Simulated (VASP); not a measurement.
# BiTe (I4mm) in VASP: notebook, part 2 of 2

VASP 6.6.1. The steps go on from the part before.

### Step 3. Single point, PBEsol

The input, INCAR:

```
SYSTEM = BiTe
PREC = Accurate
ENCUT = 520
EDIFF = 1E-6
ISMEAR = 0
SIGMA = 0.15
LREAL = .False.
LASPH = .True.
NELM = 80
ALGO = Normal
ISIF = 2
LWAVE = .False.
LCHARG = .True.
GGA = PS
LELF = .True.
LVHAR = .True.
NBANDS = 18
```

The input, KPOINTS:

```
regular mesh
0
Gamma
  16 16 16
  0 0 0
```

The input, POSCAR:

```
BiTe
1.0
    0.0000000000      3.1971538327      3.1971538327
    3.1971538327      0.0000000000      3.1971538327
    3.1971538327      3.1971538327      0.0000000000
Bi Te
1 1
Direct
    0.0000000000      0.0000000000      0.0000000000
    0.4765416355      0.4765416355      0.5234583645
```

Potentials or basis: VASP PAW PBE potentials, release 64 (Bi_d, Te).

The run is started by

```console
$ cat potpaw_PBE.64/Bi_d/POTCAR potpaw_PBE.64/Te/POTCAR > POTCAR
$ mpirun -np 1 vasp_std > vasp.out
```

OUTCAR:

```text
SYSTEM = BiTe
   PREC = Accurate
   ENCUT = 520
   EDIFF = 1E-6
   ISMEAR = 0
   LREAL = .False.
   LASPH = .True.
   NELM = 80
   ISIF = 2
   GGA = PS

 ion  position               nearest neighbor table
   1  0.000  0.000  0.000-   2 3.05   2 3.20   2 3.20   2 3.20   2 3.20   2 3.35
   2  0.477  0.477  0.523-   1 3.05   1 3.20   1 3.20   1 3.20   1 3.20   1 3.35

  LATTYP: Found a face centered cubic cell.
 ALAT       =     6.3943076654

  Lattice vectors:

 A1 = (   0.0000000000,   3.1971538327,   3.1971538327)
 A2 = (   3.1971538327,   0.0000000000,   3.1971538327)
 A3 = (   3.1971538327,   3.1971538327,   0.0000000000)

Analysis of symmetry for initial positions (statically):
=====================================================================
 Subroutine PRICEL returns:
 Original cell was already a primitive cell.

 Routine SETGRP: Setting up the symmetry group for a
 face centered cubic supercell.

 Subroutine GETGRP returns: Found  8 space group operations
 (whereof  8 operations were pure point group operations)
 out of a pool of 48 trial point group operations.

The static configuration has the point symmetry C_4v.

Analysis of symmetry for dynamics (positions and initial velocities):
=====================================================================
 Subroutine PRICEL returns:
 Original cell was already a primitive cell.

 Routine SETGRP: Setting up the symmetry group for a
 face centered cubic supercell.

 Subroutine GETGRP returns: Found  8 space group operations
 (whereof  8 operations were pure point group operations)
 out of a pool of 48 trial point group operations.

The dynamic configuration has the point symmetry C_4v.

 Subroutine INISYM returns: Found  8 space group operations
 (whereof  8 operations are pure point group operations),
 and found     1 'primitive' translations

----------------------------------------------------------------------------------------

                                     Primitive cell

  volume of cell :      65.3613

  direct lattice vectors                    reciprocal lattice vectors
     0.000000000  3.197153833  3.197153833    -0.156389097  0.156389097  0.156389097
     3.197153833  0.000000000  3.197153833     0.156389097 -0.156389097  0.156389097
     3.197153833  3.197153833  0.000000000     0.156389097  0.156389097 -0.156389097

  length of vectors
     4.521458311  4.521458311  4.521458311     0.270873861  0.270873861  0.270873861

  position of ions in fractional coordinates (direct lattice)
     0.000000000  0.000000000  0.000000000
     0.476541635  0.476541635  0.523458365

  ion indices of the primitive-cell ions
   primitive index   ion index
                 1           1
                 2           2

----------------------------------------------------------------------------------------

 KPOINTS: regular mesh

Automatic generation of k-mesh.
 Grid dimensions read from file:
 generate k-points for:   16   16   16

 Generating k-lattice:

  Cartesian coordinates                     Fractional coordinates (reciprocal lattice)
    -0.009774319  0.009774319  0.009774319     0.062500000  0.000000000  0.000000000
     0.009774319 -0.009774319  0.009774319     0.000000000  0.062500000  0.000000000
     0.009774319  0.009774319 -0.009774319     0.000000000  0.000000000  0.062500000

  Length of vectors
     0.016929616  0.016929616  0.016929616

  Shift w.r.t. Gamma in fractional coordinates (k-lattice)
     0.000000000  0.000000000  0.000000000

 Subroutine IBZKPT returns following result:
 ===========================================

 Found    349 irreducible k-points:

 Following reciprocal coordinates:
            Coordinates               Weight
  0.000000  0.000000  0.000000      1.000000
  0.062500  0.000000  0.000000      8.000000
  0.125000  0.000000  0.000000      8.000000
  0.187500  0.000000  0.000000      8.000000
  0.250000  0.000000  0.000000      8.000000
  0.312500  0.000000  0.000000      8.000000
[... 16 lines left out ...]
  0.000000  0.437500  0.062500     16.000000
  0.500000  0.062500  0.000000      8.000000
 [... further k-points ...]
   k-points           NKPTS =    349   k-points in BZ     NKDIM =    349   number of bands    NBANDS=     18
   number of dos      NEDOS =    301   number of ions     NIONS =      2
   total plane-waves  NPLWV =  46656
   dimension x,y,z NGX =    36 NGY =   36 NGZ =   36
   dimension x,y,z NGXF=    72 NGYF=   72 NGZF=   72
   ions per type =               1   1
   NGX,Y,Z   is equivalent  to a cutoff of  13.24, 13.24, 13.24 a.u.
   NGXF,Y,Z  is equivalent  to a cutoff of  26.47, 26.47, 26.47 a.u.
 SYSTEM =  BiTe
   PREC   = accura    normal or accurate (medium, high low for compatibility)
   ISTART =      0    job   : 0-new  1-cont  2-samecut
   ICHARG =      2    charge: 1-file 2-atom 10-const
   ISPIN  =      1    spin polarized calculation?
   LNONCOLLINEAR =      F non collinear calculations
   LSORBIT =      F    spin-orbit coupling
   LASPH  =      T    aspherical Exc in radial PAW
   ENCUT  =  520.0 eV  38.22 Ry    6.18 a.u.   8.41  8.41  8.41*2*pi/ulx,y,z
   NELM   =     80;   NELMIN=  2; NELMDL= -5     # of ELM steps
   EDIFF  = 0.1E-05   stopping-criterion for ELM
   LREAL  =      F    real-space projection
   EDIFFG = 0.1E-04   stopping-criterion for IOM
   NSW    =      0    number of steps for IOM
   IBRION =     -1    ionic relax: 0-MD 1-quasi-New 2-CG
   NFREE  =      0    steps in history (QN), initial steepest desc. (CG)
   ISIF   =      2    stress and relaxation
   ISYM   =      2    0-nonsym 1-usesym 2-fastsym
   POTIM  = 0.5000    time-step for ionic-motion
   TEBEG  =    0.0;   TEEND  =   0.0 temperature during run
   PSTRESS=    0.0 pullay stress
   NELECT =      21.0000    total number of electrons
   NUPDOWN=      -1.0000    fix difference up-down
   EMIN   =  10.00;   EMAX   =-10.00  energy-range for DOS
   EFERMI =   0.00;   METHOD = LEGACY
   ISMEAR =     0;   SIGMA  =   0.15  broadening in eV -4-tet -1-fermi 0-gaus
   EFERMI_NEDOS =   21; number of points for ismear=-14 and -15
   IALGO  =     38    algorithm
   IMIX   =      4    mixing-type and parameters
     AMIX     =   0.40;   BMIX     =  1.00
     AMIX_MAG =   1.60;   BMIX_MAG =  1.00
  volume/ion in A,a.u.               =      32.68       220.54
  Fermi-wavevector in a.u.,A,eV,Ry     =   1.121264  2.118881 17.105681  1.257232
  Thomas-Fermi vector in A             =   2.257916
   LORBIT       =      0    0 simple, 1 ext, 2 COOP (PROOUT), +10 PAW based schemes
   GGA     = PS    functional components
   LHFCALC =     F    Hartree Fock is set to
   AEXX    =    0.0000 exact exchange contribution
   IVDW    =     0    specifies the selected vdW correction
   LEPSILON=     F    determine dielectric tensor
   LRPA    =     F    only Hartree local field effects (RPA)
 non-spin polarized calculation
 Gauss-broadening in eV      SIGMA  =   0.15
  energy-cutoff  :      520.00
  volume of cell :       65.36
 maximum number of plane-waves:      1807
 NGX is ok and might be reduce to    36
   NGX = 17   NGY = 17   NGZ = 17

 number of electron      21.0000005 magnetization

 Free energy of the ion-electron system (eV)
  ---------------------------------------------------
  ext. energy  EPLUGINS =         0.00000000
  ---------------------------------------------------
  free energy    TOTEN  =        -7.95985541 eV

  energy without entropy =       -7.94414924  energy(sigma->0) =       -7.95200233

 E-fermi :   6.9600     XC(G=0):  -9.7472

 val. band max:        6.9584314914   @ k =  -0.2500   0.2500   0.0000
 cond. band min:       6.9653303044   @ k =   0.3750   0.1250  -0.3125
 fundamental gap:      0.0068988130
 Fermi energy:         6.9600038008

 k-point     1 :       0.0000    0.0000    0.0000
  band No.  band energies     occupation
      1     -16.1555      2.00000
      2     -16.1424      2.00000
      3     -16.1424      2.00000
      4     -16.1390      2.00000
      5     -16.1324      2.00000
      6      -6.8865      2.00000
[... 10 lines left out ...]
     17      13.0641      0.00000
     18      13.2538      0.00000
[... 463 lines left out ...]
 k-point    24 :       0.5000    0.0625    0.0000
  band No.  band energies     occupation
      1     -16.1610      2.00000
      2     -16.1454      2.00000
      3     -16.1385      2.00000
      4     -16.1325      2.00000
      5     -16.1268      2.00000
      6      -4.9584      2.00000
[... 10 lines left out ...]
     17      15.2310      0.00000
     18      16.2075      0.00000

 [... further k-points ...]

------------------------ aborting loop because EDIFF is reached ----------------------------------------

  FORCE on cell =-STRESS in cart. coord.  units (eV):
  Direction    XX          YY          ZZ          XY          YZ          ZX
  --------------------------------------------------------------------------------------
  -------------------------------------------------------------------------------------
  Total        0.1101273      0.1101273      0.3597270      0.0000000      0.0000000      0.0000000
  in kB        2.6995108      2.6995108      8.8178558      0.0000000      0.0000000      0.0000000
  external PRESSURE =       4.7389591 kB  Pullay stress =       0.0000000 kB

 VOLUME and BASIS-vectors are now :
 -----------------------------------------------------------------------------
  energy-cutoff  :      520.00
  volume of cell :       65.36
      direct lattice vectors                 reciprocal lattice vectors
     0.000000000  3.197153833  3.197153833    -0.156389097  0.156389097  0.156389097
     3.197153833  0.000000000  3.197153833     0.156389097 -0.156389097  0.156389097
     3.197153833  3.197153833  0.000000000     0.156389097  0.156389097 -0.156389097

 POSITION                                       TOTAL-FORCE (eV/Angst)
 -----------------------------------------------------------------------------------
      0.00000      0.00000      0.00000         0.000000      0.000000     -0.461233
      3.19715      3.19715      3.04715         0.000000      0.000000      0.461233
 -----------------------------------------------------------------------------------
    total drift:                                0.000000      0.000000     -0.000246

  FREE ENERGIE OF THE ION-ELECTRON SYSTEM (eV)
  ---------------------------------------------------
  free  energy   TOTEN  =        -7.9598554074 eV

  energy  without entropy=       -7.9441492431  energy(sigma->0) =       -7.95200233
```

stdout:

```text
POSCAR found type information on POSCAR BiTe
 POSCAR found :  2 types and       2 ions
 scaLAPACK will be used
 -----------------------------------------------------------------------------
|                                                                             |
|                                                                             |
|     You enforced a specific xc type in the INCAR file but a different       |
|     I HOPE YOU KNOW WHAT YOU ARE DOING!                                     |
|                                                                             |
 -----------------------------------------------------------------------------

 LDA part: xc-table for (Slater+PW92), standard interpolation
 POSCAR, INCAR and KPOINTS ok, starting setup
 FFT: planning ... GRIDC
 FFT: planning ... GRID_SOFT
 FFT: planning ... GRID
 WAVECAR not read
 entering main loop
```

It took 2.2 min on 1 thread of Intel Xeon 6975P-C (Granite Rapids), shared host; peak memory 0.53 GiB.

What came out:

| Property | Result |
| --- | --- |
| Free energy | -7.9599 eV |
| Pressure | 0.5 GPa |
| Largest force | 0.461 eV/Å |
| Band gap on the k mesh | zero (an odd number of electrons rules out a gap without spin polarisation) |

Forces in eV/Å, atoms in the order of the input:
```
Bi   0.000  0.000 -0.461
Te   0.000  0.000  0.461
```

Caveat: the cell differs from its parent crystal (all Te atoms moved +0.150 Å, as atom 2 towards its neighbour atom 1 (Bi) at 3.197 Å); the PAW data sets were made with another functional, which shifts forces and pressure a little; spin-orbit coupling is left out, which moves the levels of the heavy elements; an odd number of electrons without spin polarisation forces a metal; a magnetic or distorted state may lie lower.

The gap in the log of VASP goes by the Fermi energy; the results here count the filled bands.